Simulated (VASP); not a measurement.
# CoO (Fm-3m) in VASP: notebook

The runs below take CoO through single point, with PBE.

Program: VASP 6.6.1. These are calculated values, not measurements. Logs are shortened: lines on timing, memory, paths and dates and some standing lists are left out, and cuts for length are marked.

### 1 The cell of the first run

Symmetry: Fm-3m, No. 225, cubic system. Conventional cell: a = 4.263 Å, b = 4.263 Å, c = 4.263 Å, α = 90.00°, β = 90.00°, γ = 90.00°. Co (site symmetry m-3m) has 6 O at 2.13 Å within 2.8 Å. O (site symmetry m-3m) has 6 Co at 2.13 Å within 2.8 Å.

### 2 Single point, PBE, collinear spin, ferromagnetic start

The input, INCAR:

```
ALGO = Normal
EDIFF = 1E-6
ENCUT = 520
GGA = PE
ISIF = 2
ISMEAR = 0
ISPIN = 2
LASPH = True
LCHARG = True
LELF = True
LMAXMIX = 4
LORBIT = 11
LREAL = False
LVHAR = True
LWAVE = False
MAGMOM = 2 0
NBANDS = 18
NELM = 150
PREC = Accurate
SIGMA = 0.02
```

The input, KPOINTS:

```
k-points
0
Gamma
  11 11 11
```

The input, POSCAR:

```
CoO
1.0
    3.0143962100      0.0000000000      0.0000000000
    1.5071981050      2.6105436949      0.0000000000
    1.5071981050      0.8701812316      2.4612441990
Co O
1 1
Direct
    0.0000000000      0.0000000000      0.0000000000
    0.5000000000      0.5000000000      0.5000000000
```

Potentials or basis: VASP PAW PBE potentials, release 64 (Co, O).

Launch:

```
$ cat potpaw_PBE.64/Co/POTCAR potpaw_PBE.64/O/POTCAR > POTCAR
$ mpirun -np 1 vasp_std > vasp.out
```

OUTCAR:

```text
EDIFF = 1E-6
   ENCUT = 520
   GGA = PE
   ISIF = 2
   ISMEAR = 0
   ISPIN = 2
   LASPH = True
   LORBIT = 11
   LREAL = False
   NELM = 150
   PREC = Accurate

 ion  position               nearest neighbor table
   1  0.000  0.000  0.000-   2 2.13   2 2.13   2 2.13   2 2.13   2 2.13   2 2.13
   2  0.500  0.500  0.500-   1 2.13   1 2.13   1 2.13   1 2.13   1 2.13   1 2.13

  LATTYP: Found a face centered cubic cell.
 ALAT       =     4.2630000025

  Lattice vectors:

 A1 = (   3.0143962100,   0.0000000000,   0.0000000000)
 A2 = (   1.5071981050,   2.6105436949,   0.0000000000)
 A3 = (   1.5071981050,   0.8701812316,   2.4612441990)

Analysis of symmetry for initial positions (statically):
[... 25 lines left out ...]
The dynamic configuration has the point symmetry O_h .

Analysis of structural, dynamic, and magnetic symmetry:
=====================================================================
 Subroutine PRICEL returns:
[... 7 lines left out ...]
 out of a pool of 48 trial point group operations.

The overall configuration has the point symmetry O_h .

 Subroutine INISYM returns: Found 48 space group operations
[... 5 lines left out ...]
                                     Primitive cell

  volume of cell :      19.3681

  direct lattice vectors                    reciprocal lattice vectors
     3.014396210  0.000000000  0.000000000     0.331741394 -0.191530983 -0.135432857
     1.507198105  2.610543695  0.000000000     0.000000000  0.383061966 -0.135432857
     1.507198105  0.870181232  2.461244199     0.000000000  0.000000000  0.406298571

  length of vectors
     3.014396210  3.014396210  3.014396210     0.406298571  0.406298571  0.406298571

  position of ions in fractional coordinates (direct lattice)
     0.000000000  0.000000000  0.000000000
     0.500000000  0.500000000  0.500000000

  ion indices of the primitive-cell ions
   primitive index   ion index
                 1           1
                 2           2

----------------------------------------------------------------------------------------

 KPOINTS: k-points

Automatic generation of k-mesh.
 Grid dimensions read from file:
 generate k-points for:   11   11   11

 Generating k-lattice:

  Cartesian coordinates                     Fractional coordinates (reciprocal lattice)
     0.030158309 -0.017411908 -0.012312078     0.090909091  0.000000000 -0.000000000
     0.000000000  0.034823815 -0.012312078     0.000000000  0.090909091  0.000000000
     0.000000000  0.000000000  0.036936234     0.000000000  0.000000000  0.090909091

  Length of vectors
     0.036936234  0.036936234  0.036936234

  Shift w.r.t. Gamma in fractional coordinates (k-lattice)
     0.000000000  0.000000000  0.000000000

 Subroutine IBZKPT returns following result:
 ===========================================

 Found     56 irreducible k-points:

 Following reciprocal coordinates:
            Coordinates               Weight
  0.000000  0.000000  0.000000      1.000000
  0.090909 -0.000000  0.000000      8.000000
  0.181818 -0.000000  0.000000      8.000000
  0.272727 -0.000000  0.000000      8.000000
  0.363636  0.000000  0.000000      8.000000
  0.454545 -0.000000  0.000000      8.000000
[... 16 lines left out ...]
 -0.272727  0.181818 -0.000000     24.000000
 -0.181818  0.181818 -0.000000     12.000000
 [... further k-points ...]
   k-points           NKPTS =     56   k-points in BZ     NKDIM =     56   number of bands    NBANDS=     18
   number of dos      NEDOS =    301   number of ions     NIONS =      2
   total plane-waves  NPLWV =  13824
   dimension x,y,z NGX =    24 NGY =   24 NGZ =   24
   dimension x,y,z NGXF=    48 NGYF=   48 NGZF=   48
   ions per type =               1   1
   NGX,Y,Z   is equivalent  to a cutoff of  13.24, 13.24, 13.24 a.u.
   NGXF,Y,Z  is equivalent  to a cutoff of  26.47, 26.47, 26.47 a.u.
 SYSTEM =  unknown system
   PREC   = accura    normal or accurate (medium, high low for compatibility)
   ISTART =      0    job   : 0-new  1-cont  2-samecut
   ICHARG =      2    charge: 1-file 2-atom 10-const
   ISPIN  =      2    spin polarized calculation?
   LNONCOLLINEAR =      F non collinear calculations
   LSORBIT =      F    spin-orbit coupling
   LASPH  =      T    aspherical Exc in radial PAW
   ENCUT  =  520.0 eV  38.22 Ry    6.18 a.u.   5.60  5.60  5.60*2*pi/ulx,y,z
   NELM   =    150;   NELMIN=  2; NELMDL= -5     # of ELM steps
   EDIFF  = 0.1E-05   stopping-criterion for ELM
   LREAL  =      F    real-space projection
   EDIFFG = 0.1E-04   stopping-criterion for IOM
   NSW    =      0    number of steps for IOM
   IBRION =     -1    ionic relax: 0-MD 1-quasi-New 2-CG
   NFREE  =      0    steps in history (QN), initial steepest desc. (CG)
   ISIF   =      2    stress and relaxation
   ISYM   =      2    0-nonsym 1-usesym 2-fastsym
   POTIM  = 0.5000    time-step for ionic-motion
   TEBEG  =    0.0;   TEEND  =   0.0 temperature during run
   PSTRESS=    0.0 pullay stress
   NELECT =      15.0000    total number of electrons
   NUPDOWN=      -1.0000    fix difference up-down
   EMIN   =  10.00;   EMAX   =-10.00  energy-range for DOS
   EFERMI =   0.00;   METHOD = LEGACY
   ISMEAR =     0;   SIGMA  =   0.02  broadening in eV -4-tet -1-fermi 0-gaus
   EFERMI_NEDOS =   21; number of points for ismear=-14 and -15
   IALGO  =     38    algorithm
   IMIX   =      4    mixing-type and parameters
     AMIX     =   0.40;   BMIX     =  1.00
     AMIX_MAG =   1.60;   BMIX_MAG =  1.00
  volume/ion in A,a.u.               =       9.68        65.35
  Fermi-wavevector in a.u.,A,eV,Ry     =   1.503407  2.841027 30.752333  2.260233
  Thomas-Fermi vector in A             =   2.614521
   LORBIT       =     11    0 simple, 1 ext, 2 COOP (PROOUT), +10 PAW based schemes
   GGA     = PE    functional components
   LHFCALC =     F    Hartree Fock is set to
   AEXX    =    0.0000 exact exchange contribution
   IVDW    =     0    specifies the selected vdW correction
   LEPSILON=     F    determine dielectric tensor
   LRPA    =     F    only Hartree local field effects (RPA)
 spin polarized calculation
 Gauss-broadening in eV      SIGMA  =   0.02
  energy-cutoff  :      520.00
  volume of cell :       19.37
 maximum number of plane-waves:       534
   NGX = 11   NGY = 11   NGZ = 11

 number of electron      15.0000007 magnetization       2.9275742

 Free energy of the ion-electron system (eV)
  ---------------------------------------------------
  ext. energy  EPLUGINS =         0.00000000
  ---------------------------------------------------
  free energy    TOTEN  =       -13.04563414 eV

  energy without entropy =      -13.04469076  energy(sigma->0) =      -13.04516245

 E-fermi :   7.8868     XC(G=0): -12.3956

 val. band max:        7.8828256538   @ k =  -0.2727   0.1818  -0.0000
 cond. band min:       7.8877727320   @ k =  -0.4545   0.0909   0.0000
 fundamental gap:      0.0049470783
 Fermi energy:         7.8867797993

 spin component 1

 k-point     1 :       0.0000    0.0000    0.0000
  band No.  band energies     occupation
      1     -12.2954      1.00000
      2       4.6039      1.00000
      3       4.6039      1.00000
      4       4.7679      1.00000
      5       4.7679      1.00000
      6       4.7679      1.00000
[... 10 lines left out ...]
     17      29.2959      0.00000
     18      32.7812      0.00000

 k-point     2 :       0.0909   -0.0000    0.0000
  band No.  band energies     occupation
      1     -12.2107      1.00000
      2       3.8688      1.00000
      3       3.8688      1.00000
      4       3.8920      1.00000
      5       4.8320      1.00000
      6       4.8320      1.00000
[... 10 lines left out ...]
     17      30.4360      0.00000
     18      34.0714      0.00000

 k-point     3 :       0.1818   -0.0000    0.0000
  band No.  band energies     occupation
      1     -11.9746      1.00000
      2       2.6324      1.00000
      3       3.1399      1.00000
      4       3.1399      1.00000
      5       4.9818      1.00000
      6       4.9818      1.00000
[... 412 lines left out ...]
 k-point    23 :      -0.2727    0.1818   -0.0000
  band No.  band energies     occupation
      1     -11.2838      1.00000
      2       0.7125      1.00000
      3       2.0662      1.00000
      4       2.4167      1.00000
      5       5.2659      1.00000
      6       5.2851      1.00000
[... 10 lines left out ...]
     17      35.6089      0.00000
     18      37.3698      0.00000

 k-point    24 :      -0.1818    0.1818   -0.0000
  band No.  band energies     occupation
      1     -11.5589      1.00000
      2       1.2729      1.00000
      3       2.3098      1.00000
      4       2.9302      1.00000
      5       5.1251      1.00000
      6       5.1346      1.00000
[... 10 lines left out ...]
     17      35.6114      0.00000
     18      37.4003      0.00000

 [... further k-points ...]

 spin component 2

 k-point     1 :       0.0000    0.0000    0.0000
  band No.  band energies     occupation
      1     -11.7825      1.00000
      2       5.3405      1.00000
      3       5.3405      1.00000
      4       5.3405      1.00000
      5       6.7817      1.00000
      6       6.7818      1.00000
[... 10 lines left out ...]
     17      30.2581      0.00000
     18      33.5951      0.00000

 k-point     2 :       0.0909   -0.0000    0.0000
  band No.  band energies     occupation
      1     -11.6955      1.00000
      2       4.6233      1.00000
      3       5.0437      1.00000
      4       5.0437      1.00000
      5       6.8865      1.00000
      6       6.8866      1.00000
[... 10 lines left out ...]
     17      31.2317      0.00000
     18      34.9307      0.00000

 k-point     3 :       0.1818   -0.0000    0.0000
  band No.  band energies     occupation
      1     -11.4524      1.00000
      2       3.3079      1.00000
      3       4.4695      1.00000
      4       4.4695      1.00000
      5       7.0991      1.00000
      6       7.0992      1.00000
[... 412 lines left out ...]
 k-point    23 :      -0.2727    0.1818   -0.0000
  band No.  band energies     occupation
      1     -10.7327      1.00000
      2       1.3964      1.00000
      3       3.2598      1.00000
      4       3.4867      1.00000
      5       7.3840      1.00000
      6       7.7290      1.00000
[... 10 lines left out ...]
     17      36.0711      0.00000
     18      37.9776      0.00000

 k-point    24 :      -0.1818    0.1818   -0.0000
  band No.  band energies     occupation
      1     -11.0206      1.00000
      2       2.0190      1.00000
      3       3.7493      1.00000
      4       3.7583      1.00000
      5       7.1804      1.00000
      6       7.6245      1.00000
[... 10 lines left out ...]
     17      36.2264      0.00000
     18      37.9880      0.00000

 [... further k-points ...]
[... 5 lines left out ...]
  --------------------------------------------------------------------------------------
  -------------------------------------------------------------------------------------
  Total       -0.2910941     -0.2910941     -0.2910941     -0.0000000      0.0000000      0.0000000
  in kB      -24.0800822    -24.0800822    -24.0800822     -0.0000000      0.0000000      0.0000000
  external PRESSURE =     -24.0800822 kB  Pullay stress =       0.0000000 kB

 VOLUME and BASIS-vectors are now :
 -----------------------------------------------------------------------------
  energy-cutoff  :      520.00
  volume of cell :       19.37
      direct lattice vectors                 reciprocal lattice vectors
     3.014396210  0.000000000  0.000000000     0.331741394 -0.191530983 -0.135432857
     1.507198105  2.610543695  0.000000000     0.000000000  0.383061966 -0.135432857
     1.507198105  0.870181232  2.461244199     0.000000000  0.000000000  0.406298571

 POSITION                                       TOTAL-FORCE (eV/Angst)
 -----------------------------------------------------------------------------------
      0.00000      0.00000      0.00000        -0.000000      0.000000      0.000000
      3.01440      1.74036      1.23062         0.000000      0.000000      0.000000
 -----------------------------------------------------------------------------------
    total drift:                               -0.000000      0.000000     -0.000000

  FREE ENERGIE OF THE ION-ELECTRON SYSTEM (eV)
  ---------------------------------------------------
  free  energy   TOTEN  =       -13.0456341378 eV

  energy  without entropy=      -13.0446907615  energy(sigma->0) =      -13.04516245

 total charge

# of ion       s       p       d       tot
------------------------------------------
    1        0.293   0.355   7.140   7.788
    2        1.556   3.423   0.000   4.979
--------------------------------------------------
tot          1.849   3.777   7.140  12.767

 magnetization (x)

# of ion       s       p       d       tot
------------------------------------------
    1        0.021   0.018   2.533   2.571
    2        0.029   0.277   0.000   0.306
--------------------------------------------------
tot          0.049   0.295   2.533   2.877
```

Wall time 25 s (1 thread of Intel Xeon 6975P-C, shared host); peak memory 0.17 GiB.

Results:

* Free energy: -13.0456 eV
* Pressure: -2.4 GPa
* Net moment: 2.93 μB per cell
* Site moments: Co +2.57; O +0.31 μB
* Valence electrons inside the program's atomic spheres: Co 7.79; O 4.98

Caveat: a cell with one magnetic atom can't hold antiferromagnetic order, which such compounds often take; semilocal functionals often make such compounds metallic where correlation or magnetic order opens a gap, which also shifts bond lengths.

### 3 Single point, PBE, collinear spin, ferromagnetic start

The input, INCAR:

```
PREC     = Accurate       # precision mode
ENCUT    = 520            # plane-wave cutoff, eV
EDIFF    = 1E-6           # SCF threshold, eV
ISMEAR   = 0              # smearing method
SIGMA    = 0.028000000000000004 # smearing width, eV
LREAL    = F              # projectors in reciprocal space
LASPH    = T              # aspherical terms in the spheres
NELM     = 150            # most SCF steps
ALGO     = Normal         # electronic algorithm
ISIF     = 2              # what is computed and relaxed
LWAVE    = F              # write WAVECAR
LCHARG   = T              # write CHGCAR
ISPIN    = 2              # spin polarisation
MAGMOM   = 2 0            # initial moments
LORBIT   = 11             # projections on sites
LMAXMIX  = 4              # l up to which the mixer works
GGA      = PE             # functional
LELF     = T              # ELF
LVHAR    = T            
NBANDS   = 18             # bands
```

The input, KPOINTS:

```
Automatic mesh
0
Gamma
  11 11 11
```

The input, POSCAR:

```
CoO
1.0
    0.0000000000      2.1315000000      2.1315000000
    2.1315000000      0.0000000000      2.1315000000
    2.1315000000      2.1315000000      0.0000000000
Co O
1 1
Direct
    0.0000000000      0.0000000000      0.0000000000
    0.5000000000      0.5000000000      0.5000000000
```

Potentials or basis: VASP PAW PBE potentials, release 64 (Co, O).

Launch:

```
$ cat potpaw_PBE.64/Co/POTCAR potpaw_PBE.64/O/POTCAR > POTCAR
$ mpirun -np 1 vasp_std > vasp.out
```

OUTCAR:

```text
PREC = Accurate
   ENCUT = 520
   EDIFF = 1E-6
   ISMEAR = 0
   LREAL = F
   LASPH = T
   NELM = 150
   ISIF = 2
   ISPIN = 2
   LORBIT = 11
   GGA = PE

 ion  position               nearest neighbor table
   1  0.000  0.000  0.000-   2 2.13   2 2.13   2 2.13   2 2.13   2 2.13   2 2.13
   2  0.500  0.500  0.500-   1 2.13   1 2.13   1 2.13   1 2.13   1 2.13   1 2.13

  LATTYP: Found a face centered cubic cell.
 ALAT       =     4.2630000000

  Lattice vectors:

 A1 = (   0.0000000000,   2.1315000000,   2.1315000000)
[... 1222 lines left out ...]
  external PRESSURE =     -25.6559458 kB  Pullay stress =       0.0000000 kB

 VOLUME and BASIS-vectors are now :
 -----------------------------------------------------------------------------
  energy-cutoff  :      520.00
  volume of cell :       19.37
      direct lattice vectors                 reciprocal lattice vectors
     0.000000000  2.131500000  2.131500000    -0.234576589  0.234576589  0.234576589
     2.131500000  0.000000000  2.131500000     0.234576589 -0.234576589  0.234576589
     2.131500000  2.131500000  0.000000000     0.234576589  0.234576589 -0.234576589

 POSITION                                       TOTAL-FORCE (eV/Angst)
 -----------------------------------------------------------------------------------
      0.00000      0.00000      0.00000         0.000000      0.000000      0.000000
      2.13150      2.13150      2.13150        -0.000000     -0.000000     -0.000000
 -----------------------------------------------------------------------------------
    total drift:                                0.000000     -0.000000     -0.000000

  FREE ENERGIE OF THE ION-ELECTRON SYSTEM (eV)
  ---------------------------------------------------
  free  energy   TOTEN  =       -13.0460754022 eV

  energy  without entropy=      -13.0443975538  energy(sigma->0) =      -13.04523648

 total charge

# of ion       s       p       d       tot
------------------------------------------
    1        0.293   0.355   7.140   7.788
    2        1.556   3.423   0.000   4.979
--------------------------------------------------
tot          1.849   3.777   7.140  12.767

 magnetization (x)

# of ion       s       p       d       tot
------------------------------------------
    1        0.021   0.018   2.532   2.570
    2        0.029   0.276   0.000   0.305
--------------------------------------------------
tot          0.049   0.294   2.532   2.875
```

OSZICAR:

```text
N       E                     dE             d eps       ncg     rms          rms(c)
DAV:   1     0.777043937407E+02    0.77704E+02   -0.65255E+03  4168   0.954E+02
DAV:   2    -0.104245453060E+02   -0.88129E+02   -0.76074E+02  4286   0.221E+02
DAV:   3    -0.153934179484E+02   -0.49689E+01   -0.48231E+01  4776   0.560E+01
DAV:   4    -0.154445547806E+02   -0.51137E-01   -0.51097E-01  4908   0.540E+00
DAV:   5    -0.154457170142E+02   -0.11622E-02   -0.11620E-02  4918   0.809E-01    0.169E+01
DAV:   6    -0.143515162251E+02    0.10942E+01   -0.17210E+01  5194   0.609E+01    0.205E+01
DAV:   7    -0.131683074215E+02    0.11832E+01   -0.73243E+00  5038   0.477E+01    0.824E+00
DAV:   8    -0.130611663835E+02    0.10714E+00   -0.42466E-01  5698   0.995E+00    0.411E+00
DAV:   9    -0.130711730565E+02   -0.10007E-01   -0.25400E-01  5986   0.814E+00    0.301E+00
DAV:  10    -0.130467708080E+02    0.24402E-01   -0.11015E-01  5912   0.622E+00    0.438E-01
DAV:  11    -0.130461948015E+02    0.57601E-03   -0.15967E-02  5528   0.155E+00    0.344E-01
DAV:  12    -0.130460559076E+02    0.13889E-03   -0.16405E-03  5884   0.626E-01    0.439E-02
DAV:  13    -0.130460853782E+02   -0.29471E-04   -0.97374E-05  4716   0.884E-02    0.717E-02
DAV:  14    -0.130460758721E+02    0.95061E-05   -0.72079E-06  5254   0.266E-02    0.253E-02
DAV:  15    -0.130460754022E+02    0.46994E-06   -0.55473E-06  5118   0.433E-02
   1 F= -.13046075E+02 E0= -.13045236E+02  d E =-.167785E-02  mag=     2.9255
```

stdout:

```text
POSCAR found type information on POSCAR CoO
 POSCAR found :  2 types and       2 ions
 scaLAPACK will be used
 LDA part: xc-table for (Slater+PW92), standard interpolation
 POSCAR, INCAR and KPOINTS ok, starting setup
 FFT: planning ... GRIDC
 FFT: planning ... GRID_SOFT
 FFT: planning ... GRID
 WAVECAR not read
 entering main loop
```

It took 24 s on 1 thread of Intel Xeon 6975P-C, shared host; peak memory 0.17 GiB.

Results:

* Free energy: -13.0461 eV
* Pressure: -2.6 GPa
* Net moment: 2.92 μB per cell
* Site moments: Co +2.57; O +0.30 μB
* Valence electrons inside the program's atomic spheres: Co 7.79; O 4.98

Caveat: a cell with one magnetic atom can't hold antiferromagnetic order, which such compounds often take; semilocal functionals often make such compounds metallic where correlation or magnetic order opens a gap, which also shifts bond lengths.

(Part 1 of 2 ends here.)
